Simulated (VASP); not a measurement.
# GaP (F-43m) in VASP: further runs

The runs below take GaP through single point, relaxation of cell and atoms, with LDA.

Everything below comes from runs of VASP 6.6.1. Logs are shortened: lines on timing, memory, paths and dates and some standing lists are left out, and cuts for length are marked.

### 1 The cell of the first run

It takes space group F-43m (No. 216, cubic). The conventional cell has a = 5.391 Å, b = 5.391 Å, c = 5.391 Å, α = 90.00°, β = 90.00°, γ = 90.00°. Within 3.1 Å of Ga (site symmetry -43m) lie 4 P at 2.33 Å. P (site symmetry -43m) has 4 Ga at 2.33 Å within 3.1 Å.

### 2 Single point, LDA

File INCAR:

```
SYSTEM = GaP
PREC = Accurate
ENCUT = 520
EDIFF = 1E-6
ISMEAR = -1
SIGMA = 0.1
LREAL = .FALSE.
LASPH = .TRUE.
NELM = 80
ALGO = Normal
ISIF = 2
LWAVE = .FALSE.
LCHARG = .FALSE.
GGA = CA
NBANDS = 16
```

File KPOINTS:

```
regular mesh
0
G
  12 12 12
  0 0 0
```

File POSCAR:

```
GaP
1.0
    0.0000000000      2.6956863855      2.6956863855
    2.6956863855      0.0000000000      2.6956863855
    2.6956863855      2.6956863855      0.0000000000
Ga P
1 1
Direct
    0.0000000000      0.0000000000      0.0000000000
    0.7500000000      0.7500000000      0.7500000000
```

Potentials or basis: VASP PAW LDA potentials, release 64 (Ga_d, P).

The run is started by

```bash
$ cat potpaw_LDA.64/Ga_d/POTCAR potpaw_LDA.64/P/POTCAR > POTCAR
$ mpirun -np 1 vasp_std > vasp.out
```

OUTCAR:

```text
SYSTEM = GaP
   PREC = Accurate
   ENCUT = 520
   EDIFF = 1E-6
   ISMEAR = -1
   LREAL = .FALSE.
   LASPH = .TRUE.
   NELM = 80
   ISIF = 2
   GGA = CA

 ion  position               nearest neighbor table
   1  0.000  0.000  0.000-   2 2.33   2 2.33   2 2.33   2 2.33
   2  0.750  0.750  0.750-   1 2.33   1 2.33   1 2.33   1 2.33

  LATTYP: Found a face centered cubic cell.
 ALAT       =     5.3913727710

  Lattice vectors:

 A1 = (   0.0000000000,   2.6956863855,   2.6956863855)
 A2 = (   2.6956863855,   0.0000000000,   2.6956863855)
 A3 = (   2.6956863855,   2.6956863855,   0.0000000000)

Analysis of symmetry for initial positions (statically):
=====================================================================
 Subroutine PRICEL returns:
 Original cell was already a primitive cell.

 Routine SETGRP: Setting up the symmetry group for a
 face centered cubic supercell.

 Subroutine GETGRP returns: Found 24 space group operations
 (whereof 24 operations were pure point group operations)
 out of a pool of 48 trial point group operations.

The static configuration has the point symmetry T_d .

Analysis of symmetry for dynamics (positions and initial velocities):
=====================================================================
 Subroutine PRICEL returns:
 Original cell was already a primitive cell.

 Routine SETGRP: Setting up the symmetry group for a
 face centered cubic supercell.

 Subroutine GETGRP returns: Found 24 space group operations
 (whereof 24 operations were pure point group operations)
 out of a pool of 48 trial point group operations.

The dynamic configuration has the point symmetry T_d .

 Subroutine INISYM returns: Found 24 space group operations
 (whereof 24 operations are pure point group operations),
 and found     1 'primitive' translations

----------------------------------------------------------------------------------------

                                     Primitive cell

  volume of cell :      39.1776

  direct lattice vectors                    reciprocal lattice vectors
     0.000000000  2.695686386  2.695686386    -0.185481517  0.185481517  0.185481517
     2.695686386  0.000000000  2.695686386     0.185481517 -0.185481517  0.185481517
     2.695686386  2.695686386  0.000000000     0.185481517  0.185481517 -0.185481517

  length of vectors
     3.812276246  3.812276246  3.812276246     0.321263411  0.321263411  0.321263411

  position of ions in fractional coordinates (direct lattice)
     0.000000000  0.000000000  0.000000000
     0.750000000  0.750000000  0.750000000

  ion indices of the primitive-cell ions
   primitive index   ion index
                 1           1
                 2           2

----------------------------------------------------------------------------------------

 KPOINTS: regular mesh

Automatic generation of k-mesh.
 Grid dimensions read from file:
 generate k-points for:   12   12   12

 Generating k-lattice:

  Cartesian coordinates                     Fractional coordinates (reciprocal lattice)
    -0.015456793  0.015456793  0.015456793     0.083333333  0.000000000  0.000000000
     0.015456793 -0.015456793  0.015456793     0.000000000  0.083333333  0.000000000
     0.015456793  0.015456793 -0.015456793     0.000000000  0.000000000  0.083333333

  Length of vectors
     0.026771951  0.026771951  0.026771951

  Shift w.r.t. Gamma in fractional coordinates (k-lattice)
     0.000000000  0.000000000  0.000000000

 Subroutine IBZKPT returns following result:
 ===========================================

 Found     72 irreducible k-points:

 Following reciprocal coordinates:
            Coordinates               Weight
  0.000000  0.000000  0.000000      1.000000
  0.083333  0.000000  0.000000      8.000000
  0.166667  0.000000  0.000000      8.000000
  0.250000  0.000000  0.000000      8.000000
  0.333333  0.000000  0.000000      8.000000
  0.416667  0.000000  0.000000      8.000000
[... 16 lines left out ...]
  0.500000  0.166667  0.000000     24.000000
 -0.416667  0.166667  0.000000     24.000000
 [... further k-points ...]
   k-points           NKPTS =     72   k-points in BZ     NKDIM =     72   number of bands    NBANDS=     16
   number of dos      NEDOS =    301   number of ions     NIONS =      2
   total plane-waves  NPLWV =  21952
   dimension x,y,z NGX =    28 NGY =   28 NGZ =   28
   dimension x,y,z NGXF=    56 NGYF=   56 NGZF=   56
   ions per type =               1   1
   NGX,Y,Z   is equivalent  to a cutoff of  12.21, 12.21, 12.21 a.u.
   NGXF,Y,Z  is equivalent  to a cutoff of  24.42, 24.42, 24.42 a.u.
 SYSTEM =  GaP
   PREC   = accura    normal or accurate (medium, high low for compatibility)
   ISTART =      0    job   : 0-new  1-cont  2-samecut
   ICHARG =      2    charge: 1-file 2-atom 10-const
   ISPIN  =      1    spin polarized calculation?
   LNONCOLLINEAR =      F non collinear calculations
   LSORBIT =      F    spin-orbit coupling
   LASPH  =      T    aspherical Exc in radial PAW
   ENCUT  =  520.0 eV  38.22 Ry    6.18 a.u.   7.09  7.09  7.09*2*pi/ulx,y,z
   NELM   =     80;   NELMIN=  2; NELMDL= -5     # of ELM steps
   EDIFF  = 0.1E-05   stopping-criterion for ELM
   LREAL  =      F    real-space projection
   EDIFFG = 0.1E-04   stopping-criterion for IOM
   NSW    =      0    number of steps for IOM
   IBRION =     -1    ionic relax: 0-MD 1-quasi-New 2-CG
   NFREE  =      0    steps in history (QN), initial steepest desc. (CG)
   ISIF   =      2    stress and relaxation
   ISYM   =      2    0-nonsym 1-usesym 2-fastsym
   POTIM  = 0.5000    time-step for ionic-motion
   TEBEG  =    0.0;   TEEND  =   0.0 temperature during run
   PSTRESS=    0.0 pullay stress
   NELECT =      18.0000    total number of electrons
   NUPDOWN=      -1.0000    fix difference up-down
   EMIN   =  10.00;   EMAX   =-10.00  energy-range for DOS
   EFERMI =   0.00;   METHOD = LEGACY
   ISMEAR =    -1;   SIGMA  =   0.10  broadening in eV -4-tet -1-fermi 0-gaus
   EFERMI_NEDOS =   21; number of points for ismear=-14 and -15
   IALGO  =     38    algorithm
   IMIX   =      4    mixing-type and parameters
     AMIX     =   0.40;   BMIX     =  1.00
     AMIX_MAG =   1.60;   BMIX_MAG =  1.00
  volume/ion in A,a.u.               =      19.59       132.19
  Fermi-wavevector in a.u.,A,eV,Ry     =   1.263241  2.387180 21.711884  1.595778
  Thomas-Fermi vector in A             =   2.396608
   LORBIT       =      0    0 simple, 1 ext, 2 COOP (PROOUT), +10 PAW based schemes
   GGA     = CA    functional components
   LHFCALC =     F    Hartree Fock is set to
   AEXX    =    0.0000 exact exchange contribution
   IVDW    =     0    specifies the selected vdW correction
   LEPSILON=     F    determine dielectric tensor
   LRPA    =     F    only Hartree local field effects (RPA)
 non-spin polarized calculation
  energy-cutoff  :      520.00
  volume of cell :       39.18
 maximum number of plane-waves:      1067
   NGX = 15   NGY = 15   NGZ = 15

 number of electron      17.9999998 magnetization

 Free energy of the ion-electron system (eV)
  ---------------------------------------------------
  ext. energy  EPLUGINS =         0.00000000
  ---------------------------------------------------
  free energy    TOTEN  =       -10.45350672 eV

  energy without entropy =      -10.45347697  energy(sigma->0) =      -10.45349185

 E-fermi :   5.5329     XC(G=0): -10.3110

 val. band max:        4.8463410397   @ k =   0.0000   0.0000   0.0000
 cond. band min:       6.2339576248   @ k =   0.4167   0.4167   0.0000
 fundamental gap:      1.3876165851
 Fermi energy:         5.5329116550

 k-point     1 :       0.0000    0.0000    0.0000
  band No.  band energies     occupation
      1      -9.9173      2.00000
      2      -9.9173      2.00000
      3      -9.9173      2.00000
      4      -9.8090      2.00000
      5      -9.8090      2.00000
      6      -7.9134      2.00000
[... 8 lines left out ...]
     15      14.6913      0.00000
     16      14.6913      0.00000

 k-point     2 :       0.0833    0.0000    0.0000
  band No.  band energies     occupation
      1      -9.9241      2.00000
      2      -9.9150      2.00000
      3      -9.9150      2.00000
      4      -9.8090      2.00000
      5      -9.8090      2.00000
      6      -7.8189      2.00000
[... 8 lines left out ...]
     15      14.2950      0.00000
     16      14.2950      0.00000

 k-point     3 :       0.1667    0.0000    0.0000
  band No.  band energies     occupation
      1      -9.9417      2.00000
      2      -9.9088      2.00000
      3      -9.9088      2.00000
      4      -9.8089      2.00000
      5      -9.8089      2.00000
      6      -7.5418      2.00000
[... 8 lines left out ...]
     15      13.7991      0.00000
     16      14.7766      0.00000

 k-point     4 :       0.2500    0.0000    0.0000
  band No.  band energies     occupation
      1      -9.9638      2.00000
      2      -9.9012      2.00000
      3      -9.9012      2.00000
      4      -9.8076      2.00000
      5      -9.8076      2.00000
      6      -7.1020      2.00000
[... 8 lines left out ...]
     15      13.8098      0.00000
     16      14.6117      0.00000
[... 324 lines left out ...]
 k-point    22 :       0.4167    0.1667    0.0000
  band No.  band energies     occupation
      1     -10.0002      2.00000
      2      -9.8856      2.00000
      3      -9.8796      2.00000
      4      -9.8188      2.00000
      5      -9.7969      2.00000
      6      -6.0594      2.00000
[... 8 lines left out ...]
     15      16.4024      0.00000
     16      16.4971      0.00000

 k-point    23 :       0.5000    0.1667    0.0000
  band No.  band energies     occupation
      1     -10.0065      2.00000
      2      -9.8851      2.00000
      3      -9.8780      2.00000
      4      -9.8138      2.00000
      5      -9.7983      2.00000
      6      -5.5761      2.00000
[... 8 lines left out ...]
     15      16.6334      0.00000
     16      17.1397      0.00000

 k-point    24 :      -0.4167    0.1667    0.0000
  band No.  band energies     occupation
      1     -10.0060      2.00000
      2      -9.8858      2.00000
      3      -9.8792      2.00000
      4      -9.8088      2.00000
      5      -9.8025      2.00000
      6      -5.4909      2.00000
[... 8 lines left out ...]
     15      15.2344      0.00000
     16      16.8262      0.00000

 [... further k-points ...]

------------------------ aborting loop because EDIFF is reached ----------------------------------------

  FORCE on cell =-STRESS in cart. coord.  units (eV):
  Direction    XX          YY          ZZ          XY          YZ          ZX
  --------------------------------------------------------------------------------------
  -------------------------------------------------------------------------------------
  Total        0.0193620      0.0193620      0.0193620      0.0000000     -0.0000000      0.0000000
  in kB        0.7918151      0.7918151      0.7918151      0.0000000     -0.0000000      0.0000000
  external PRESSURE =       0.7918151 kB  Pullay stress =       0.0000000 kB

 VOLUME and BASIS-vectors are now :
 -----------------------------------------------------------------------------
  energy-cutoff  :      520.00
  volume of cell :       39.18
      direct lattice vectors                 reciprocal lattice vectors
     0.000000000  2.695686386  2.695686386    -0.185481517  0.185481517  0.185481517
     2.695686386  0.000000000  2.695686386     0.185481517 -0.185481517  0.185481517
     2.695686386  2.695686386  0.000000000     0.185481517  0.185481517 -0.185481517

 POSITION                                       TOTAL-FORCE (eV/Angst)
 -----------------------------------------------------------------------------------
      0.00000      0.00000      0.00000        -0.000000     -0.000000     -0.000000
      4.04353      4.04353      4.04353         0.000000      0.000000      0.000000
 -----------------------------------------------------------------------------------
    total drift:                               -0.000000     -0.000000     -0.000000

  FREE ENERGIE OF THE ION-ELECTRON SYSTEM (eV)
  ---------------------------------------------------
  free  energy   TOTEN  =       -10.4535067247 eV

  energy  without entropy=      -10.4534769735  energy(sigma->0) =      -10.45349185
```

Run time: 26 s. Hardware: 1 thread of Intel Xeon Platinum 8375C at 2.90GHz (Ice Lake), shared host; peak memory 0.17 GiB.

What came out:

* Free energy: -10.4535 eV
* Pressure: 0.1 GPa
* Band gap on the k mesh: 1.39 eV, indirect (least direct gap 1.91 eV)

Levels at points of the mesh, in eV from the valence-band top:
```
           k point  band 6  band 7  band 8  band 9  band 10  band 11  band 12  band 13
(0.00, 0.00, 0.00)  -12.76    0.00    0.00    0.00     1.91     3.78     3.78     3.78
(0.50, 0.00, 0.00)  -10.57   -6.90   -1.18   -1.18     1.62     4.62     4.62     8.11
(0.50, 0.50, 0.00)   -9.60   -6.99   -2.82   -2.82     1.43     1.65    10.70    10.70
```

### 3 Relaxation of cell and atoms, LDA

This run uses another cell than the first one, of 20.24 Å³/atom, 1.033 times its volume.

File INCAR:

```
ALGO = Normal
EDIFF = 1E-7
EDIFFG = -0.002
ENCUT = 600
GGA = CA
IBRION = 2
ISIF = 3
ISMEAR = -1
LASPH = True
LCHARG = False
LREAL = False
LWAVE = False
NELM = 100
NSW = 100
PREC = Accurate
SIGMA = 0.1
```

File KPOINTS:

```
k-points
0
Gamma
  12 12 12
```

File POSCAR:

```
GaP
1.0
    0.0000000000      2.7252500000      2.7252500000
    2.7252500000      0.0000000000      2.7252500000
    2.7252500000      2.7252500000      0.0000000000
Ga P
1 1
Direct
    0.0000000000      0.0000000000      0.0000000000
    0.7500000000      0.7500000000      0.7500000000
```

Potentials or basis: VASP PAW LDA potentials, release 64 (Ga_d, P).

The run is started by

```bash
$ cat potpaw_LDA.64/Ga_d/POTCAR potpaw_LDA.64/P/POTCAR > POTCAR
$ mpirun -np 1 vasp_std > vasp.out
```

Wall time 56 s (1 thread of Intel Xeon Platinum 8375C at 2.90GHz (Ice Lake), shared host); peak memory 0.19 GiB.

Results (log left out):

```
Free energy                            : -10.4538 eV
Relaxed volume                         : 19.61 Å³/atom
Relaxed cell                           : a = 3.814 Å, b = 3.814 Å, c = 3.814 Å, α = 60.00°, β = 60.00°, γ = 60.00°
Space group after relaxing (to 0.05 Å) : F-43m (No. 216)
Energy gained by relaxing              : 5.4 meV/atom
Ionic steps                            : 3
Pressure after relaxing                : 0.0 GPa
Band gap on the k mesh                 : 1.39 eV, indirect (least direct gap 1.90 eV)
```

The path:
```csv
step,energy change (eV),largest force (eV/Å),pressure (GPa),volume (Å³)
1,0.0000,0.0000,-2.65,40.48
2,-0.0075,0.0000,1.60,38.55
3,-0.0108,0.0000,-0.01,39.22
```

Final structure:
```xyz
2
Lattice="0.0000 2.6966 2.6966 2.6966 0.0000 2.6966 2.6966 2.6966 0.0000" Properties=species:S:1:pos:R:3 pbc="T T T"
Ga    0.0000    0.0000    0.0000
P     4.0449    4.0449    4.0449
```

Levels at points of the mesh, in eV from the valence-band top:
```
           k point  band 6  band 7  band 8  band 9  band 10  band 11  band 12  band 13
(0.00, 0.00, 0.00)  -12.75    0.00    0.00    0.00     1.90     3.78     3.78     3.78
(0.50, 0.00, 0.00)  -10.56   -6.89   -1.18   -1.18     1.61     4.62     4.62     8.11
(0.50, 0.50, 0.00)   -9.60   -6.99   -2.82   -2.82     1.43     1.65    10.70    10.70
```
